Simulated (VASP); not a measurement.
# SnO2 (Pnnm) in VASP: further runs

SnO2 is run at these levels: PBE; tasks: single point.

Program: VASP 6.6.1. These are calculated values, not measurements. Logs are shortened: lines on timing, memory, paths and dates and some standing lists are left out, and cuts for length are marked.

## 1. The cell of the first run

The structure is orthorhombic, space group Pnnm (No. 58). Conventional cell: a = 4.941 Å, b = 4.941 Å, c = 3.087 Å, α = 90.00°, β = 90.00°, γ = 90.00°. Within 2.7 Å of Sn (site symmetry 2/m) lie 6 O at 2.07 to 2.16 Å. O (site symmetry m) has 3 Sn at 2.07 to 2.16 Å and 1 O at 2.75 Å within 2.8 Å.

## 2. Single point, PBE (atoms displaced along a vibrational mode, the cell strained)

File INCAR:

```
SYSTEM = SnO2
PREC     = Accurate       ! precision mode
ENCUT    = 520            ! plane-wave cutoff, eV
EDIFF    = 1E-7           ! SCF threshold, eV
ISMEAR   = 0              ! smearing method
SIGMA    = 0.05           ! smearing width, eV
LREAL    = .False.        ! projectors in reciprocal space
LASPH    = .True.         ! aspherical terms in the spheres
NELM     = 80             ! most SCF steps
ALGO     = Normal         ! electronic algorithm
ISIF     = 2              ! what is computed and relaxed
LWAVE    = .False.        ! write WAVECAR
LCHARG   = .False.        ! write CHGCAR
GGA      = PE             ! functional
NBANDS   = 35             ! bands
```

File KPOINTS:

```
Automatic mesh
0
Gamma
  6 6 8
  0 0 0
```

File POSCAR:

```
SnO2
1.0
    4.9405222631      0.0000000000      0.0000000000
    0.0000000000      4.9405362667      0.0000000000
    0.0000000000      0.0000000000      3.0866914697
Sn O
2 4
Direct
    0.5000000000      0.5000000000      0.5000000000
    0.0000000000      0.0000000000      0.0000000000
    0.2696607915      0.3435373615      0.0000000000
    0.7696607915      0.1564626385      0.5000000000
    0.2303392085      0.8435373615      0.5000000000
    0.7303392085      0.6564626385      0.0000000000
```

Potentials or basis: VASP PAW PBE potentials, release 64 (Sn_d, O).

Started as:

```bash
$ cat potpaw_PBE.64/Sn_d/POTCAR potpaw_PBE.64/O/POTCAR > POTCAR
$ mpirun -np 1 vasp_std > vasp.out
```

OUTCAR:

```text
SYSTEM = SnO2
   PREC = Accurate
   ENCUT = 520
   EDIFF = 1E-7
   ISMEAR = 0
   LREAL = .False.
   LASPH = .True.
   NELM = 80
   ISIF = 2
   GGA = PE

 ion  position               nearest neighbor table
   1  0.500  0.500  0.500-   3 2.07   6 2.07   3 2.07   6 2.07   5 2.16   4 2.16
   2  0.000  0.000  0.000-   4 2.07   5 2.07   4 2.07   5 2.07   3 2.16   6 2.16
   3  0.270  0.344  0.000-   1 2.07   1 2.07   2 2.16
   4  0.770  0.156  0.500-   2 2.07   2 2.07   1 2.16
   5  0.230  0.844  0.500-   2 2.07   2 2.07   1 2.16
   6  0.730  0.656  0.000-   1 2.07   1 2.07   2 2.16

  LATTYP: Found a simple tetragonal cell.
 ALAT       =     4.9405222631
 C/A-ratio  =     0.6247702784

  Lattice vectors:

 A1 = (   4.9405222631,   0.0000000000,   0.0000000000)
 A2 = (   0.0000000000,   4.9405362667,   0.0000000000)
 A3 = (   0.0000000000,   0.0000000000,   3.0866914697)

Analysis of symmetry for initial positions (statically):
=====================================================================
 Subroutine PRICEL returns:
 Original cell was already a primitive cell.

 Routine SETGRP: Setting up the symmetry group for a
 simple tetragonal supercell.

 Subroutine GETGRP returns: Found  8 space group operations
 (whereof  4 operations were pure point group operations)
 out of a pool of 16 trial point group operations.

The static configuration has the point symmetry C_2h.
 The point group associated with its full space group is D_2h.

Analysis of symmetry for dynamics (positions and initial velocities):
=====================================================================
 Subroutine PRICEL returns:
 Original cell was already a primitive cell.

 Routine SETGRP: Setting up the symmetry group for a
 simple tetragonal supercell.

 Subroutine GETGRP returns: Found  8 space group operations
 (whereof  4 operations were pure point group operations)
 out of a pool of 16 trial point group operations.

The dynamic configuration has the point symmetry C_2h.
 The point group associated with its full space group is D_2h.

 Subroutine INISYM returns: Found  8 space group operations
 (whereof  4 operations are pure point group operations),
 and found     1 'primitive' translations

----------------------------------------------------------------------------------------

                                     Primitive cell

  volume of cell :      75.3425

  direct lattice vectors                    reciprocal lattice vectors
     4.940522263  0.000000000  0.000000000     0.202407751  0.000000000  0.000000000
     0.000000000  4.940536267  0.000000000     0.000000000  0.202407177  0.000000000
     0.000000000  0.000000000  3.086691470     0.000000000  0.000000000  0.323971479

  length of vectors
     4.940522263  4.940536267  3.086691470     0.202407751  0.202407177  0.323971479

  position of ions in fractional coordinates (direct lattice)
     0.500000000  0.500000000  0.500000000
     0.000000000  0.000000000  0.000000000
     0.269660792  0.343537361  0.000000000
     0.769660792  0.156462639  0.500000000
     0.230339208  0.843537361  0.500000000
     0.730339208  0.656462639  0.000000000

  ion indices of the primitive-cell ions
   primitive index   ion index
                 1           1
                 2           2
                 3           3
                 4           4
                 5           5
                 6           6

----------------------------------------------------------------------------------------

 KPOINTS: Automatic mesh

Automatic generation of k-mesh.
 Grid dimensions read from file:
 generate k-points for:    6    6    8

 Generating k-lattice:

  Cartesian coordinates                     Fractional coordinates (reciprocal lattice)
     0.033734625  0.000000000  0.000000000     0.166666667  0.000000000  0.000000000
     0.000000000  0.033734530  0.000000000     0.000000000  0.166666667  0.000000000
     0.000000000  0.000000000  0.040496435     0.000000000  0.000000000  0.125000000

  Length of vectors
     0.033734625  0.033734530  0.040496435

  Shift w.r.t. Gamma in fractional coordinates (k-lattice)
     0.000000000  0.000000000  0.000000000

 Subroutine IBZKPT returns following result:
 ===========================================

 Found     80 irreducible k-points:

 Following reciprocal coordinates:
            Coordinates               Weight
  0.000000  0.000000  0.000000      1.000000
  0.166667  0.000000  0.000000      2.000000
  0.000000  0.166667  0.000000      2.000000
  0.333333  0.000000  0.000000      2.000000
  0.000000  0.333333  0.000000      2.000000
  0.500000  0.000000  0.000000      1.000000
[... 16 lines left out ...]
  0.000000  0.500000  0.125000      2.000000
  0.166667  0.166667  0.125000      8.000000
 [... further k-points ...]
   k-points           NKPTS =     80   k-points in BZ     NKDIM =     80   number of bands    NBANDS=     35
   number of dos      NEDOS =    301   number of ions     NIONS =      6
[... 32 lines left out ...]
   EFERMI_NEDOS =   21; number of points for ismear=-14 and -15
   IALGO  =     38    algorithm
   IMIX   =      4    mixing-type and parameters
     AMIX     =   0.40;   BMIX     =  1.00
     AMIX_MAG =   1.60;   BMIX_MAG =  1.00
  volume/ion in A,a.u.               =      12.56        84.74
  Fermi-wavevector in a.u.,A,eV,Ry     =   1.446758  2.733976 28.478472  2.093109
  Thomas-Fermi vector in A             =   2.564790
   LORBIT       =      0    0 simple, 1 ext, 2 COOP (PROOUT), +10 PAW based schemes
   GGA     = PE    functional components
   LHFCALC =     F    Hartree Fock is set to
   AEXX    =    0.0000 exact exchange contribution
   IVDW    =     0    specifies the selected vdW correction
   LEPSILON=     F    determine dielectric tensor
   LRPA    =     F    only Hartree local field effects (RPA)
 non-spin polarized calculation
 Gauss-broadening in eV      SIGMA  =   0.05
  energy-cutoff  :      520.00
  volume of cell :       75.34
 maximum number of plane-waves:      2054
 NGX is ok and might be reduce to    40
   NGX = 19   NGY = 19   NGZ = 11

 number of electron      52.0000008 magnetization

 Free energy of the ion-electron system (eV)
  ---------------------------------------------------
  ext. energy  EPLUGINS =         0.00000000
  ---------------------------------------------------
  free energy    TOTEN  =       -37.02288334 eV

  energy without entropy =      -37.02288334  energy(sigma->0) =      -37.02288334

 E-fermi :   5.5575     XC(G=0): -10.9843

 val. band max:        5.2830562898   @ k =   0.1667   0.0000   0.0000
 cond. band min:       6.5046314539   @ k =   0.0000   0.0000   0.0000
 fundamental gap:      1.2215751642
 Fermi energy:         5.5575478011

 k-point     1 :       0.0000    0.0000    0.0000
  band No.  band energies     occupation
      1     -15.5384      2.00000
      2     -15.0058      2.00000
      3     -14.6755      2.00000
      4     -14.6237      2.00000
      5     -14.6182      2.00000
      6     -14.5461      2.00000
[... 27 lines left out ...]
     34      16.9758      0.00000
     35      17.1375      0.00000

 k-point     2 :       0.1667    0.0000    0.0000
  band No.  band energies     occupation
      1     -15.5054      2.00000
      2     -15.0388      2.00000
      3     -14.6721      2.00000
      4     -14.6221      2.00000
      5     -14.6173      2.00000
      6     -14.5506      2.00000
[... 27 lines left out ...]
     34      17.1398      0.00000
     35      17.3044      0.00000

 k-point     3 :       0.0000    0.1667    0.0000
  band No.  band energies     occupation
      1     -15.5069      2.00000
      2     -15.0408      2.00000
      3     -14.6726      2.00000
      4     -14.6220      2.00000
      5     -14.6173      2.00000
      6     -14.5523      2.00000
[... 27 lines left out ...]
     34      16.7343      0.00000
     35      17.2637      0.00000
[... 723 lines left out ...]
 k-point    23 :       0.0000    0.5000    0.1250
  band No.  band energies     occupation
      1     -15.2230      2.00000
      2     -15.2230      2.00000
      3     -14.7741      2.00000
      4     -14.7741      2.00000
      5     -14.5960      2.00000
      6     -14.5960      2.00000
[... 27 lines left out ...]
     34      17.3914      0.00000
     35      17.9262      0.00000

 k-point    24 :       0.1667    0.1667    0.1250
  band No.  band energies     occupation
      1     -15.4047      2.00000
      2     -15.0013      2.00000
      3     -14.7764      2.00000
      4     -14.7723      2.00000
      5     -14.6363      2.00000
      6     -14.5502      2.00000
[... 27 lines left out ...]
     34      17.1542      0.00000
     35      17.5906      0.00000

 [... further k-points ...]

------------------------ aborting loop because EDIFF is reached ----------------------------------------

  FORCE on cell =-STRESS in cart. coord.  units (eV):
  Direction    XX          YY          ZZ          XY          YZ          ZX
  --------------------------------------------------------------------------------------
  -------------------------------------------------------------------------------------
  Total       -2.5435126     -0.9543220      5.7070298     -0.0000000      0.0000000      0.0000000
  in kB      -54.0884199    -20.2938922    121.3613909     -0.0000000      0.0000000      0.0000000
  external PRESSURE =      15.6596929 kB  Pullay stress =       0.0000000 kB

 VOLUME and BASIS-vectors are now :
 -----------------------------------------------------------------------------
  energy-cutoff  :      520.00
  volume of cell :       75.34
      direct lattice vectors                 reciprocal lattice vectors
     4.940522263  0.000000000  0.000000000     0.202407751  0.000000000  0.000000000
     0.000000000  4.940536267  0.000000000     0.000000000  0.202407177  0.000000000
     0.000000000  0.000000000  3.086691470     0.000000000  0.000000000  0.323971479

 POSITION                                       TOTAL-FORCE (eV/Angst)
 -----------------------------------------------------------------------------------
      2.47026      2.47027      1.54335        -0.000000      0.000000      0.000000
      0.00000      0.00000      0.00000        -0.000000      0.000000      0.000000
      1.33227      1.69726      0.00000         0.203649     -0.174014      0.000000
      3.80253      0.77301      1.54335         0.203649      0.174014      0.000000
      1.13800      4.16753      1.54335        -0.203649     -0.174014     -0.000000
      3.60826      3.24328      0.00000        -0.203649      0.174014     -0.000000
 -----------------------------------------------------------------------------------
    total drift:                               -0.000000     -0.000000     -0.000000

  FREE ENERGIE OF THE ION-ELECTRON SYSTEM (eV)
  ---------------------------------------------------
  free  energy   TOTEN  =       -37.0228833411 eV

  energy  without entropy=      -37.0228833411  energy(sigma->0) =      -37.02288334
```

It took 4.4 min on 1 thread of Intel Xeon 8259CL, shared host; peak memory 0.3 GiB.

What came out:

- Free energy: -37.0229 eV
- Pressure: 1.6 GPa
- Largest force: 0.268 eV/Å
- Band gap on the k mesh: 1.22 eV (least direct gap 1.28 eV)

Forces in eV/Å, atoms in the order of the input:
```
Sn   0.000  0.000  0.000
Sn   0.000  0.000  0.000
O    0.204 -0.174  0.000
O    0.204  0.174  0.000
O   -0.204 -0.174  0.000
O   -0.204  0.174  0.000
```

Levels at points of the mesh, in eV from the valence-band top:
```tsv
k point	band 22	band 23	band 24	band 25	band 26	band 27	band 28	band 29	band 30	band 31
(0.00, 0.00, 0.00)	-0.87	-0.68	-0.64	-0.32	-0.06	1.22	6.29	6.65	6.93	10.13
(0.50, 0.00, 0.00)	-1.54	-0.76	-0.76	-0.12	-0.12	3.78	3.78	7.05	7.05	10.15
(0.00, 0.50, 0.00)	-1.78	-0.76	-0.76	-0.66	-0.66	4.19	4.19	8.10	8.10	9.83
(0.50, 0.50, 0.00)	-1.68	-0.86	-0.86	-0.62	-0.62	4.62	4.62	7.56	7.56	10.12
(0.00, 0.00, 0.50)	-2.39	-1.27	-1.27	-0.73	-0.73	5.63	5.63	9.04	9.04	10.05
(0.50, 0.00, 0.50)	-1.61	-0.84	-0.84	-0.67	-0.67	5.94	5.94	7.50	7.50	10.89
(0.00, 0.50, 0.50)	-1.09	-1.00	-1.00	-0.45	-0.45	5.66	5.66	7.03	7.03	11.52
(0.50, 0.50, 0.50)	-2.23	-0.77	-0.77	-0.49	-0.49	4.41	4.41	8.73	8.73	10.33
```

Caveat: the cell differs from its parent crystal (atoms displaced along a vibrational mode, the cell strained); the stress differs along the axes, from -5 to 12 GPa; spin-orbit coupling is left out, which moves the levels of the heavy elements.

## 3. Single point, PBE (atoms displaced along a vibrational mode, the cell strained)

File INCAR:

```
PREC = Accurate ; ENCUT = 520
EDIFF = 1E-7 ; ISMEAR = 0
SIGMA = 0.05 ; LREAL = F
LASPH = T ; NELM = 100
ALGO = Normal ; ISIF = 2
LWAVE = F ; LCHARG = T
GGA = PE ; LELF = T
LVHAR = T ; NBANDS = 35
```

File KPOINTS:

```
regular mesh
0
Gamma
  6 6 8
```

File POSCAR:

```
SnO2
1.0
    4.9967660549      0.0000000000      0.0000000000
    0.0000000000      4.9967802180      0.0000000000
    0.0000000000      0.0000000000      3.0112483655
Sn O
2 4
Direct
    0.5000000000      0.5000000000      0.5000000000
    0.0000000000      0.0000000000      0.0000000000
    0.2819646748      0.3312350192      0.0000000000
    0.7819646748      0.1687649808      0.5000000000
    0.2180353252      0.8312350192      0.5000000000
    0.7180353252      0.6687649808      0.0000000000
```

Potentials or basis: VASP PAW PBE potentials, release 64 (Sn_d, O).

Started as:

```bash
$ cat potpaw_PBE.64/Sn_d/POTCAR potpaw_PBE.64/O/POTCAR > POTCAR
$ mpirun -np 1 vasp_std > vasp.out
```

Run time: 6.4 min. Hardware: 1 thread of AMD EPYC 7R13, shared host; peak memory 0.27 GiB.

The run converged. Its results:

```
Free energy            : -36.8535 eV
Pressure               : 5.6 GPa
Largest force          : 0.217 eV/Å
Band gap on the k mesh : 1.26 eV
```

Forces on the atoms (eV/Å):
```
Sn   0.000  0.000  0.000
Sn   0.000  0.000  0.000
O   -0.036 -0.215  0.000
O   -0.036  0.215  0.000
O    0.036 -0.215  0.000
O    0.036  0.215  0.000
```

Stress tensor (GPa, compression positive):
```
-4.01  0.00  0.00
 0.00 -1.58  0.00
 0.00  0.00 22.50
```

Levels at points of the mesh, in eV from the valence-band top:
```tsv
k point	band 23	band 24	band 25	band 26	band 27	band 28	band 29	band 30
(0.00, 0.00, 0.00)	-0.83	-0.72	-0.56	0.00	1.26	6.64	6.78	7.02
(0.50, 0.00, 0.00)	-0.75	-0.75	-0.35	-0.35	3.91	3.91	7.42	7.42
(0.00, 0.50, 0.00)	-0.79	-0.79	-0.76	-0.76	4.19	4.19	8.21	8.21
(0.50, 0.50, 0.00)	-0.84	-0.84	-0.83	-0.83	4.71	4.71	7.78	7.78
(0.00, 0.00, 0.50)	-1.33	-1.33	-0.94	-0.94	5.74	5.74	8.93	8.93
(0.50, 0.00, 0.50)	-0.89	-0.89	-0.84	-0.84	6.01	6.01	7.24	7.24
(0.00, 0.50, 0.50)	-1.03	-1.03	-0.65	-0.65	5.81	5.81	6.94	6.94
(0.50, 0.50, 0.50)	-0.85	-0.85	-0.69	-0.69	4.40	4.40	8.66	8.66
```

Caveat: the cell differs from its parent crystal (atoms displaced along a vibrational mode, the cell strained); the stress differs along the axes, from -4 to 22 GPa; spin-orbit coupling is left out, which moves the levels of the heavy elements.

## 4. Single point, PBE (atoms displaced along a vibrational mode, the cell strained)

File INCAR:

```
  ALGO = Normal
  EDIFF = 1E-7
  ENCUT = 520
  GGA = PE
  ISIF = 2
  ISMEAR = 0
  LASPH = T
  LCHARG = F
  LREAL = F
  LWAVE = F
  NBANDS = 35
  NELM = 60
  PREC = Accurate
  SIGMA = 0.05
```

File KPOINTS:

```
k-points
0
Gamma
  6 6 8
```

File POSCAR:

```
SnO2
1.0
    4.7150643165      0.0000000000      0.0000000000
    0.0000000000      4.7150776811      0.0000000000
    0.0000000000      0.0000000000      3.3891114669
Sn O
2 4
Direct
    0.5000000000      0.5000000000      0.5000000000
    0.0000000000      0.0000000000      0.0000000000
    0.3434840913      0.2697233079      0.0000000000
    0.8434840913      0.2302766921      0.5000000000
    0.1565159087      0.7697233079      0.5000000000
    0.6565159087      0.7302766921      0.0000000000
```

Started as:

```bash
$ cat potpaw_PBE.64/Sn_d/POTCAR potpaw_PBE.64/O/POTCAR > POTCAR
$ mpirun -np 1 vasp_std > vasp.out
```

It took 6.7 min on 1 thread of AMD EPYC 7R13, shared host; peak memory 0.26 GiB.

The run converged. Its results:

```
Free energy            : -37.0559 eV
Pressure               : -3.0 GPa
Largest force          : 0.397 eV/Å
Band gap on the k mesh : 0.92 eV (least direct gap 1.14 eV)
```

Forces in eV/Å, atoms in the order of the input:
```
Sn   0.000  0.000  0.000
Sn   0.000  0.000  0.000
O   -0.042  0.395  0.000
O   -0.042 -0.395  0.000
O    0.042  0.395  0.000
O    0.042 -0.395  0.000
```

Stress tensor (GPa, compression positive):
```
  1.86   0.00   0.00
  0.00   0.52   0.00
  0.00   0.00 -11.43
```

Levels at points of the mesh, in eV from the valence-band top:
| k point | band 22 | band 23 | band 24 | band 25 | band 26 | band 27 | band 28 | band 29 | band 30 | band 31 |
| --- | --- | --- | --- | --- | --- | --- | --- | --- | --- | --- |
| (0.00, 0.00, 0.00) | -1.15 | -0.91 | -0.25 | -0.25 | -0.22 | 0.92 | 5.24 | 5.93 | 6.05 | 9.59 |
| (0.50, 0.00, 0.00) | -1.74 | -0.97 | -0.97 | -0.28 | -0.28 | 4.17 | 4.17 | 7.14 | 7.14 | 10.58 |
| (0.00, 0.50, 0.00) | -1.33 | -0.97 | -0.97 | -0.05 | -0.05 | 3.72 | 3.72 | 6.09 | 6.09 | 11.01 |
| (0.50, 0.50, 0.00) | -1.73 | -1.18 | -1.18 | -0.30 | -0.30 | 4.32 | 4.32 | 6.96 | 6.96 | 10.93 |
| (0.00, 0.00, 0.50) | -2.34 | -1.29 | -1.29 | -0.58 | -0.58 | 5.52 | 5.52 | 9.57 | 9.57 | 9.69 |
| (0.50, 0.00, 0.50) | -0.90 | -0.89 | -0.89 | -0.19 | -0.19 | 5.75 | 5.75 | 7.72 | 7.72 | 10.72 |
| (0.00, 0.50, 0.50) | -1.65 | -0.55 | -0.55 | -0.44 | -0.44 | 5.90 | 5.90 | 8.31 | 8.31 | 9.60 |
| (0.50, 0.50, 0.50) | -1.85 | -0.61 | -0.61 | -0.24 | -0.24 | 4.51 | 4.51 | 8.98 | 8.98 | 10.20 |

Caveat: the cell differs from its parent crystal (atoms displaced along a vibrational mode, the cell strained); the stress differs along the axes, from -11 to 2 GPa; spin-orbit coupling is left out, which moves the levels of the heavy elements. A k mesh can miss the band edges.

## 5. Overview

```tsv
cell	gap on the mesh (eV)	pressure (GPa)	largest force (eV/Å)
a = 4.941, b = 4.941, c = 3.087 Å, 6 atoms, atomic positions A	1.22	1.6	0.27
a = 4.997, b = 4.997, c = 3.011 Å, 6 atoms, atomic positions B	1.26	5.6	0.22
a = 4.715, b = 4.715, c = 3.389 Å, 6 atoms, atomic positions C	0.92	-3.0	0.40
```

Alike in all rows: task single point; level PBE; potentials or basis VASP PAW PBE potentials, release 64 (Sn_d, O); no spin polarisation; k mesh 6 × 6 × 8; cutoff (eV) 520; smearing gaussian 0.05 eV.

Caveats: spin-orbit coupling is left out, which moves the levels of the heavy elements; the stress differs along the axes, from -5 to 12 GPa (at least some runs); the stress differs along the axes, from -4 to 22 GPa (at least some runs); the stress differs along the axes, from -11 to 2 GPa (at least some runs).

Total energies depend on the potentials used, so only differences within one code and one set of settings carry meaning.
